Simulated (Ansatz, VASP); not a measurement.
One calculation of Si2Ge, two programs

Contents of INCAR:

```
ALGO = Normal ; EDIFF = 1E-6
ENCUT = 520 ; GGA = PE
ISIF = 2 ; ISMEAR = -1
LASPH = True ; LCHARG = False
LREAL = False ; LWAVE = False
NBANDS = 31 ; NELM = 100
PREC = Accurate ; SIGMA = 0.02
```

KPOINTS

```
k-points
0
Gamma
  12 12 4
```

File POSCAR:

```
Si2Ge
1.0
    3.8969368921      0.0000000000      0.0000000000
   -1.9484684460      3.3748463455      0.0000000000
    0.0000000000      0.0000000000      9.5430829703
Si Ge
4 2
Direct
    0.0000000000      0.0000000000     -0.0034274485
    0.6666666667      0.3333333333      0.6699078410
    0.3333333333      0.6666666667      0.3334685265
    0.6666666667      0.3333333333      0.9165511053
    0.3333333333      0.6666666667      0.5847586951
    0.0000000000      0.0000000000      0.2487412805
```

Input for Ansatz:

```yaml
crystal:
  lattice:
    - [3.8969368921, 0.0, 0.0]
    - [-1.948468446, 3.3748463455, 0.0]
    - [0.0, 0.0, 9.5430829703]
  atoms:
    - { symbol: Si, position: [0.0, 0.0, -0.0034274485] }
    - { symbol: Si, position: [0.6666666667, 0.3333333333, 0.669907841] }
    - { symbol: Si, position: [0.3333333333, 0.6666666667, 0.3334685265] }
    - { symbol: Si, position: [0.6666666667, 0.3333333333, 0.9165511053] }
    - { symbol: Ge, position: [0.3333333333, 0.6666666667, 0.5847586951] }
    - { symbol: Ge, position: [0.0, 0.0, 0.2487412805] }
kpoints:
  mp_grid: { grid: [12, 12, 4] }
  band_path:
    path:
      - [[0.0, 0.0, 0.0], [0.5, -3.809243579624e-17, -5.049556733245e-18], [0.3333333333333, 0.3333333333333, -3.366371155497e-18], [0.0, 0.0, 0.0], [9.528847891652e-36, -4.764423945826e-36, 0.5], [0.5, -3.788194270864e-17, 0.5], [0.3333333333333, 0.3333333333333, 0.5], [9.528847891652e-36, -4.764423945826e-36, 0.5]]
      - [[0.5, -3.788194270864e-17, 0.5], [0.5, -3.809243579624e-17, -5.049556733245e-18]]
      - [[0.3333333333333, 0.3333333333333, 0.5], [0.3333333333333, 0.3333333333333, -3.366371155497e-18]]
    npoints: 10
hamiltonian:
  xc: pbe
scf:
  occupations: { method: fermi_dirac, width: 0.02 }
  n_extra_bands: 5
output:
  forces: true
  stress: true
  eigenvalues: true
```

Alike in both runs: task single point; functional PBE; k mesh 12 × 12 × 4; occupations fermi-dirac, width 0.02 eV; no spin polarisation.

|  | VASP | Ansatz |
| --- | --- | --- |
| version | VASP 6.6.1 | Ansatz 0.2.0 |
| potentials or method | VASP PAW PBE potentials, release 64 (Si, Ge_d) | plane waves, PAW |
| plane-wave cutoff (eV) | 520 | 420 |
| valence electrons in the cell | 44 | 44 |

Ansatz gave:

| Item | Value |
| --- | --- |
| pressure (GPa) | 2.0 |
| rms of the force components (eV/Å) | 0.025 |

Question: Estimate VASP's values.

Answer: Pressure (GPa): 1.9; rms of the force components (eV/Å): 0.025.

Atom by atom the forces differ by 0.000 eV/Å (rms over components). With one functional, cell and mesh, what is left measures potentials, basis and numerics.
